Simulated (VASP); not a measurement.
Crystal: AlIn2As2P.

```
CELL_PARAMETERS angstrom
5.22909 0.00000 0.00000
0.00000 5.22909 0.00000
0.00000 0.00000 5.83871
ATOMIC_POSITIONS crystal
Al 0.50000 0.50000 0.50000
In 0.50000 0.50000 0.17021
In 0.50000 0.50000 0.82979
P 0.00000 0.00000 0.00000
As 0.00000 0.50000 0.50000
As 0.50000 0.00000 0.50000
```

The cell was generated, and may not be a known phase.

* Program: VASP 6.6.1
* Task: relaxation of cell and atoms
* Functional: PBE
* Potentials or basis: VASP PAW PBE potentials, release 64 (Al, In_d, P, As)
* Cutoff: 600 eV
* k mesh: 4 × 4 × 4
* Occupations: gaussian, width 0.1 eV
* Spin: no spin polarisation

At the start: pressure 28.5 GPa; volume 26.61 Å³/atom.

Q: Where does the relaxation end?

A: Over 20 steps the energy falls by 2135.5 meV/atom and the volume is 30.53 Å³/atom (+14.7 %); space group P4/mmm (No. 123, to 0.1 Å) before and after.

The path:
```csv
step,energy change (eV),largest force (eV/Å),pressure (GPa),volume (Å³)
1,0.0000,5.9745,28.46,159.65
2,-11.2397,0.5114,-3.59,257.81
3,-11.3022,0.5925,-3.53,254.23
4,-11.3389,0.6609,-3.49,251.53
5,-11.4007,1.0217,-3.32,241.30
6,-12.0777,0.9153,-1.70,216.15
7,-12.1640,0.9069,-0.51,206.31
8,-12.1648,0.9070,-0.32,205.01
9,-12.2961,0.9084,-0.18,200.43
10,-12.6368,0.8532,0.38,186.85
11,-11.8351,4.1224,6.30,160.43
12,-12.6420,0.9576,0.76,183.45
13,-12.7348,0.1123,2.07,171.84
14,-12.7487,0.5779,1.41,175.92
15,-12.7523,0.4366,1.62,174.48
16,-12.7283,0.7362,-0.67,186.27
17,-12.7978,0.0675,0.42,179.66
18,-12.8128,0.0438,-0.04,183.52
19,-12.8129,0.0406,-0.03,183.40
20,-12.8131,0.0126,0.04,183.15
```

Final structure:
```
Al In P As
1.0
     4.60533    0.00000    0.00000
     0.00000    4.60533    0.00000
     0.00000    0.00000    8.63564
Al In P As
1 2 1 2
Direct
  0.50000 0.50000 0.50000
  0.50000 0.50000 0.16935
  0.50000 0.50000 0.83065
  0.00000 0.00000 0.00000
  0.00000 0.50000 0.50000
  0.50000 0.00000 0.50000
```

Caveat: a cell axis changed by over 15 % at a fixed basis, so the end point is rough.
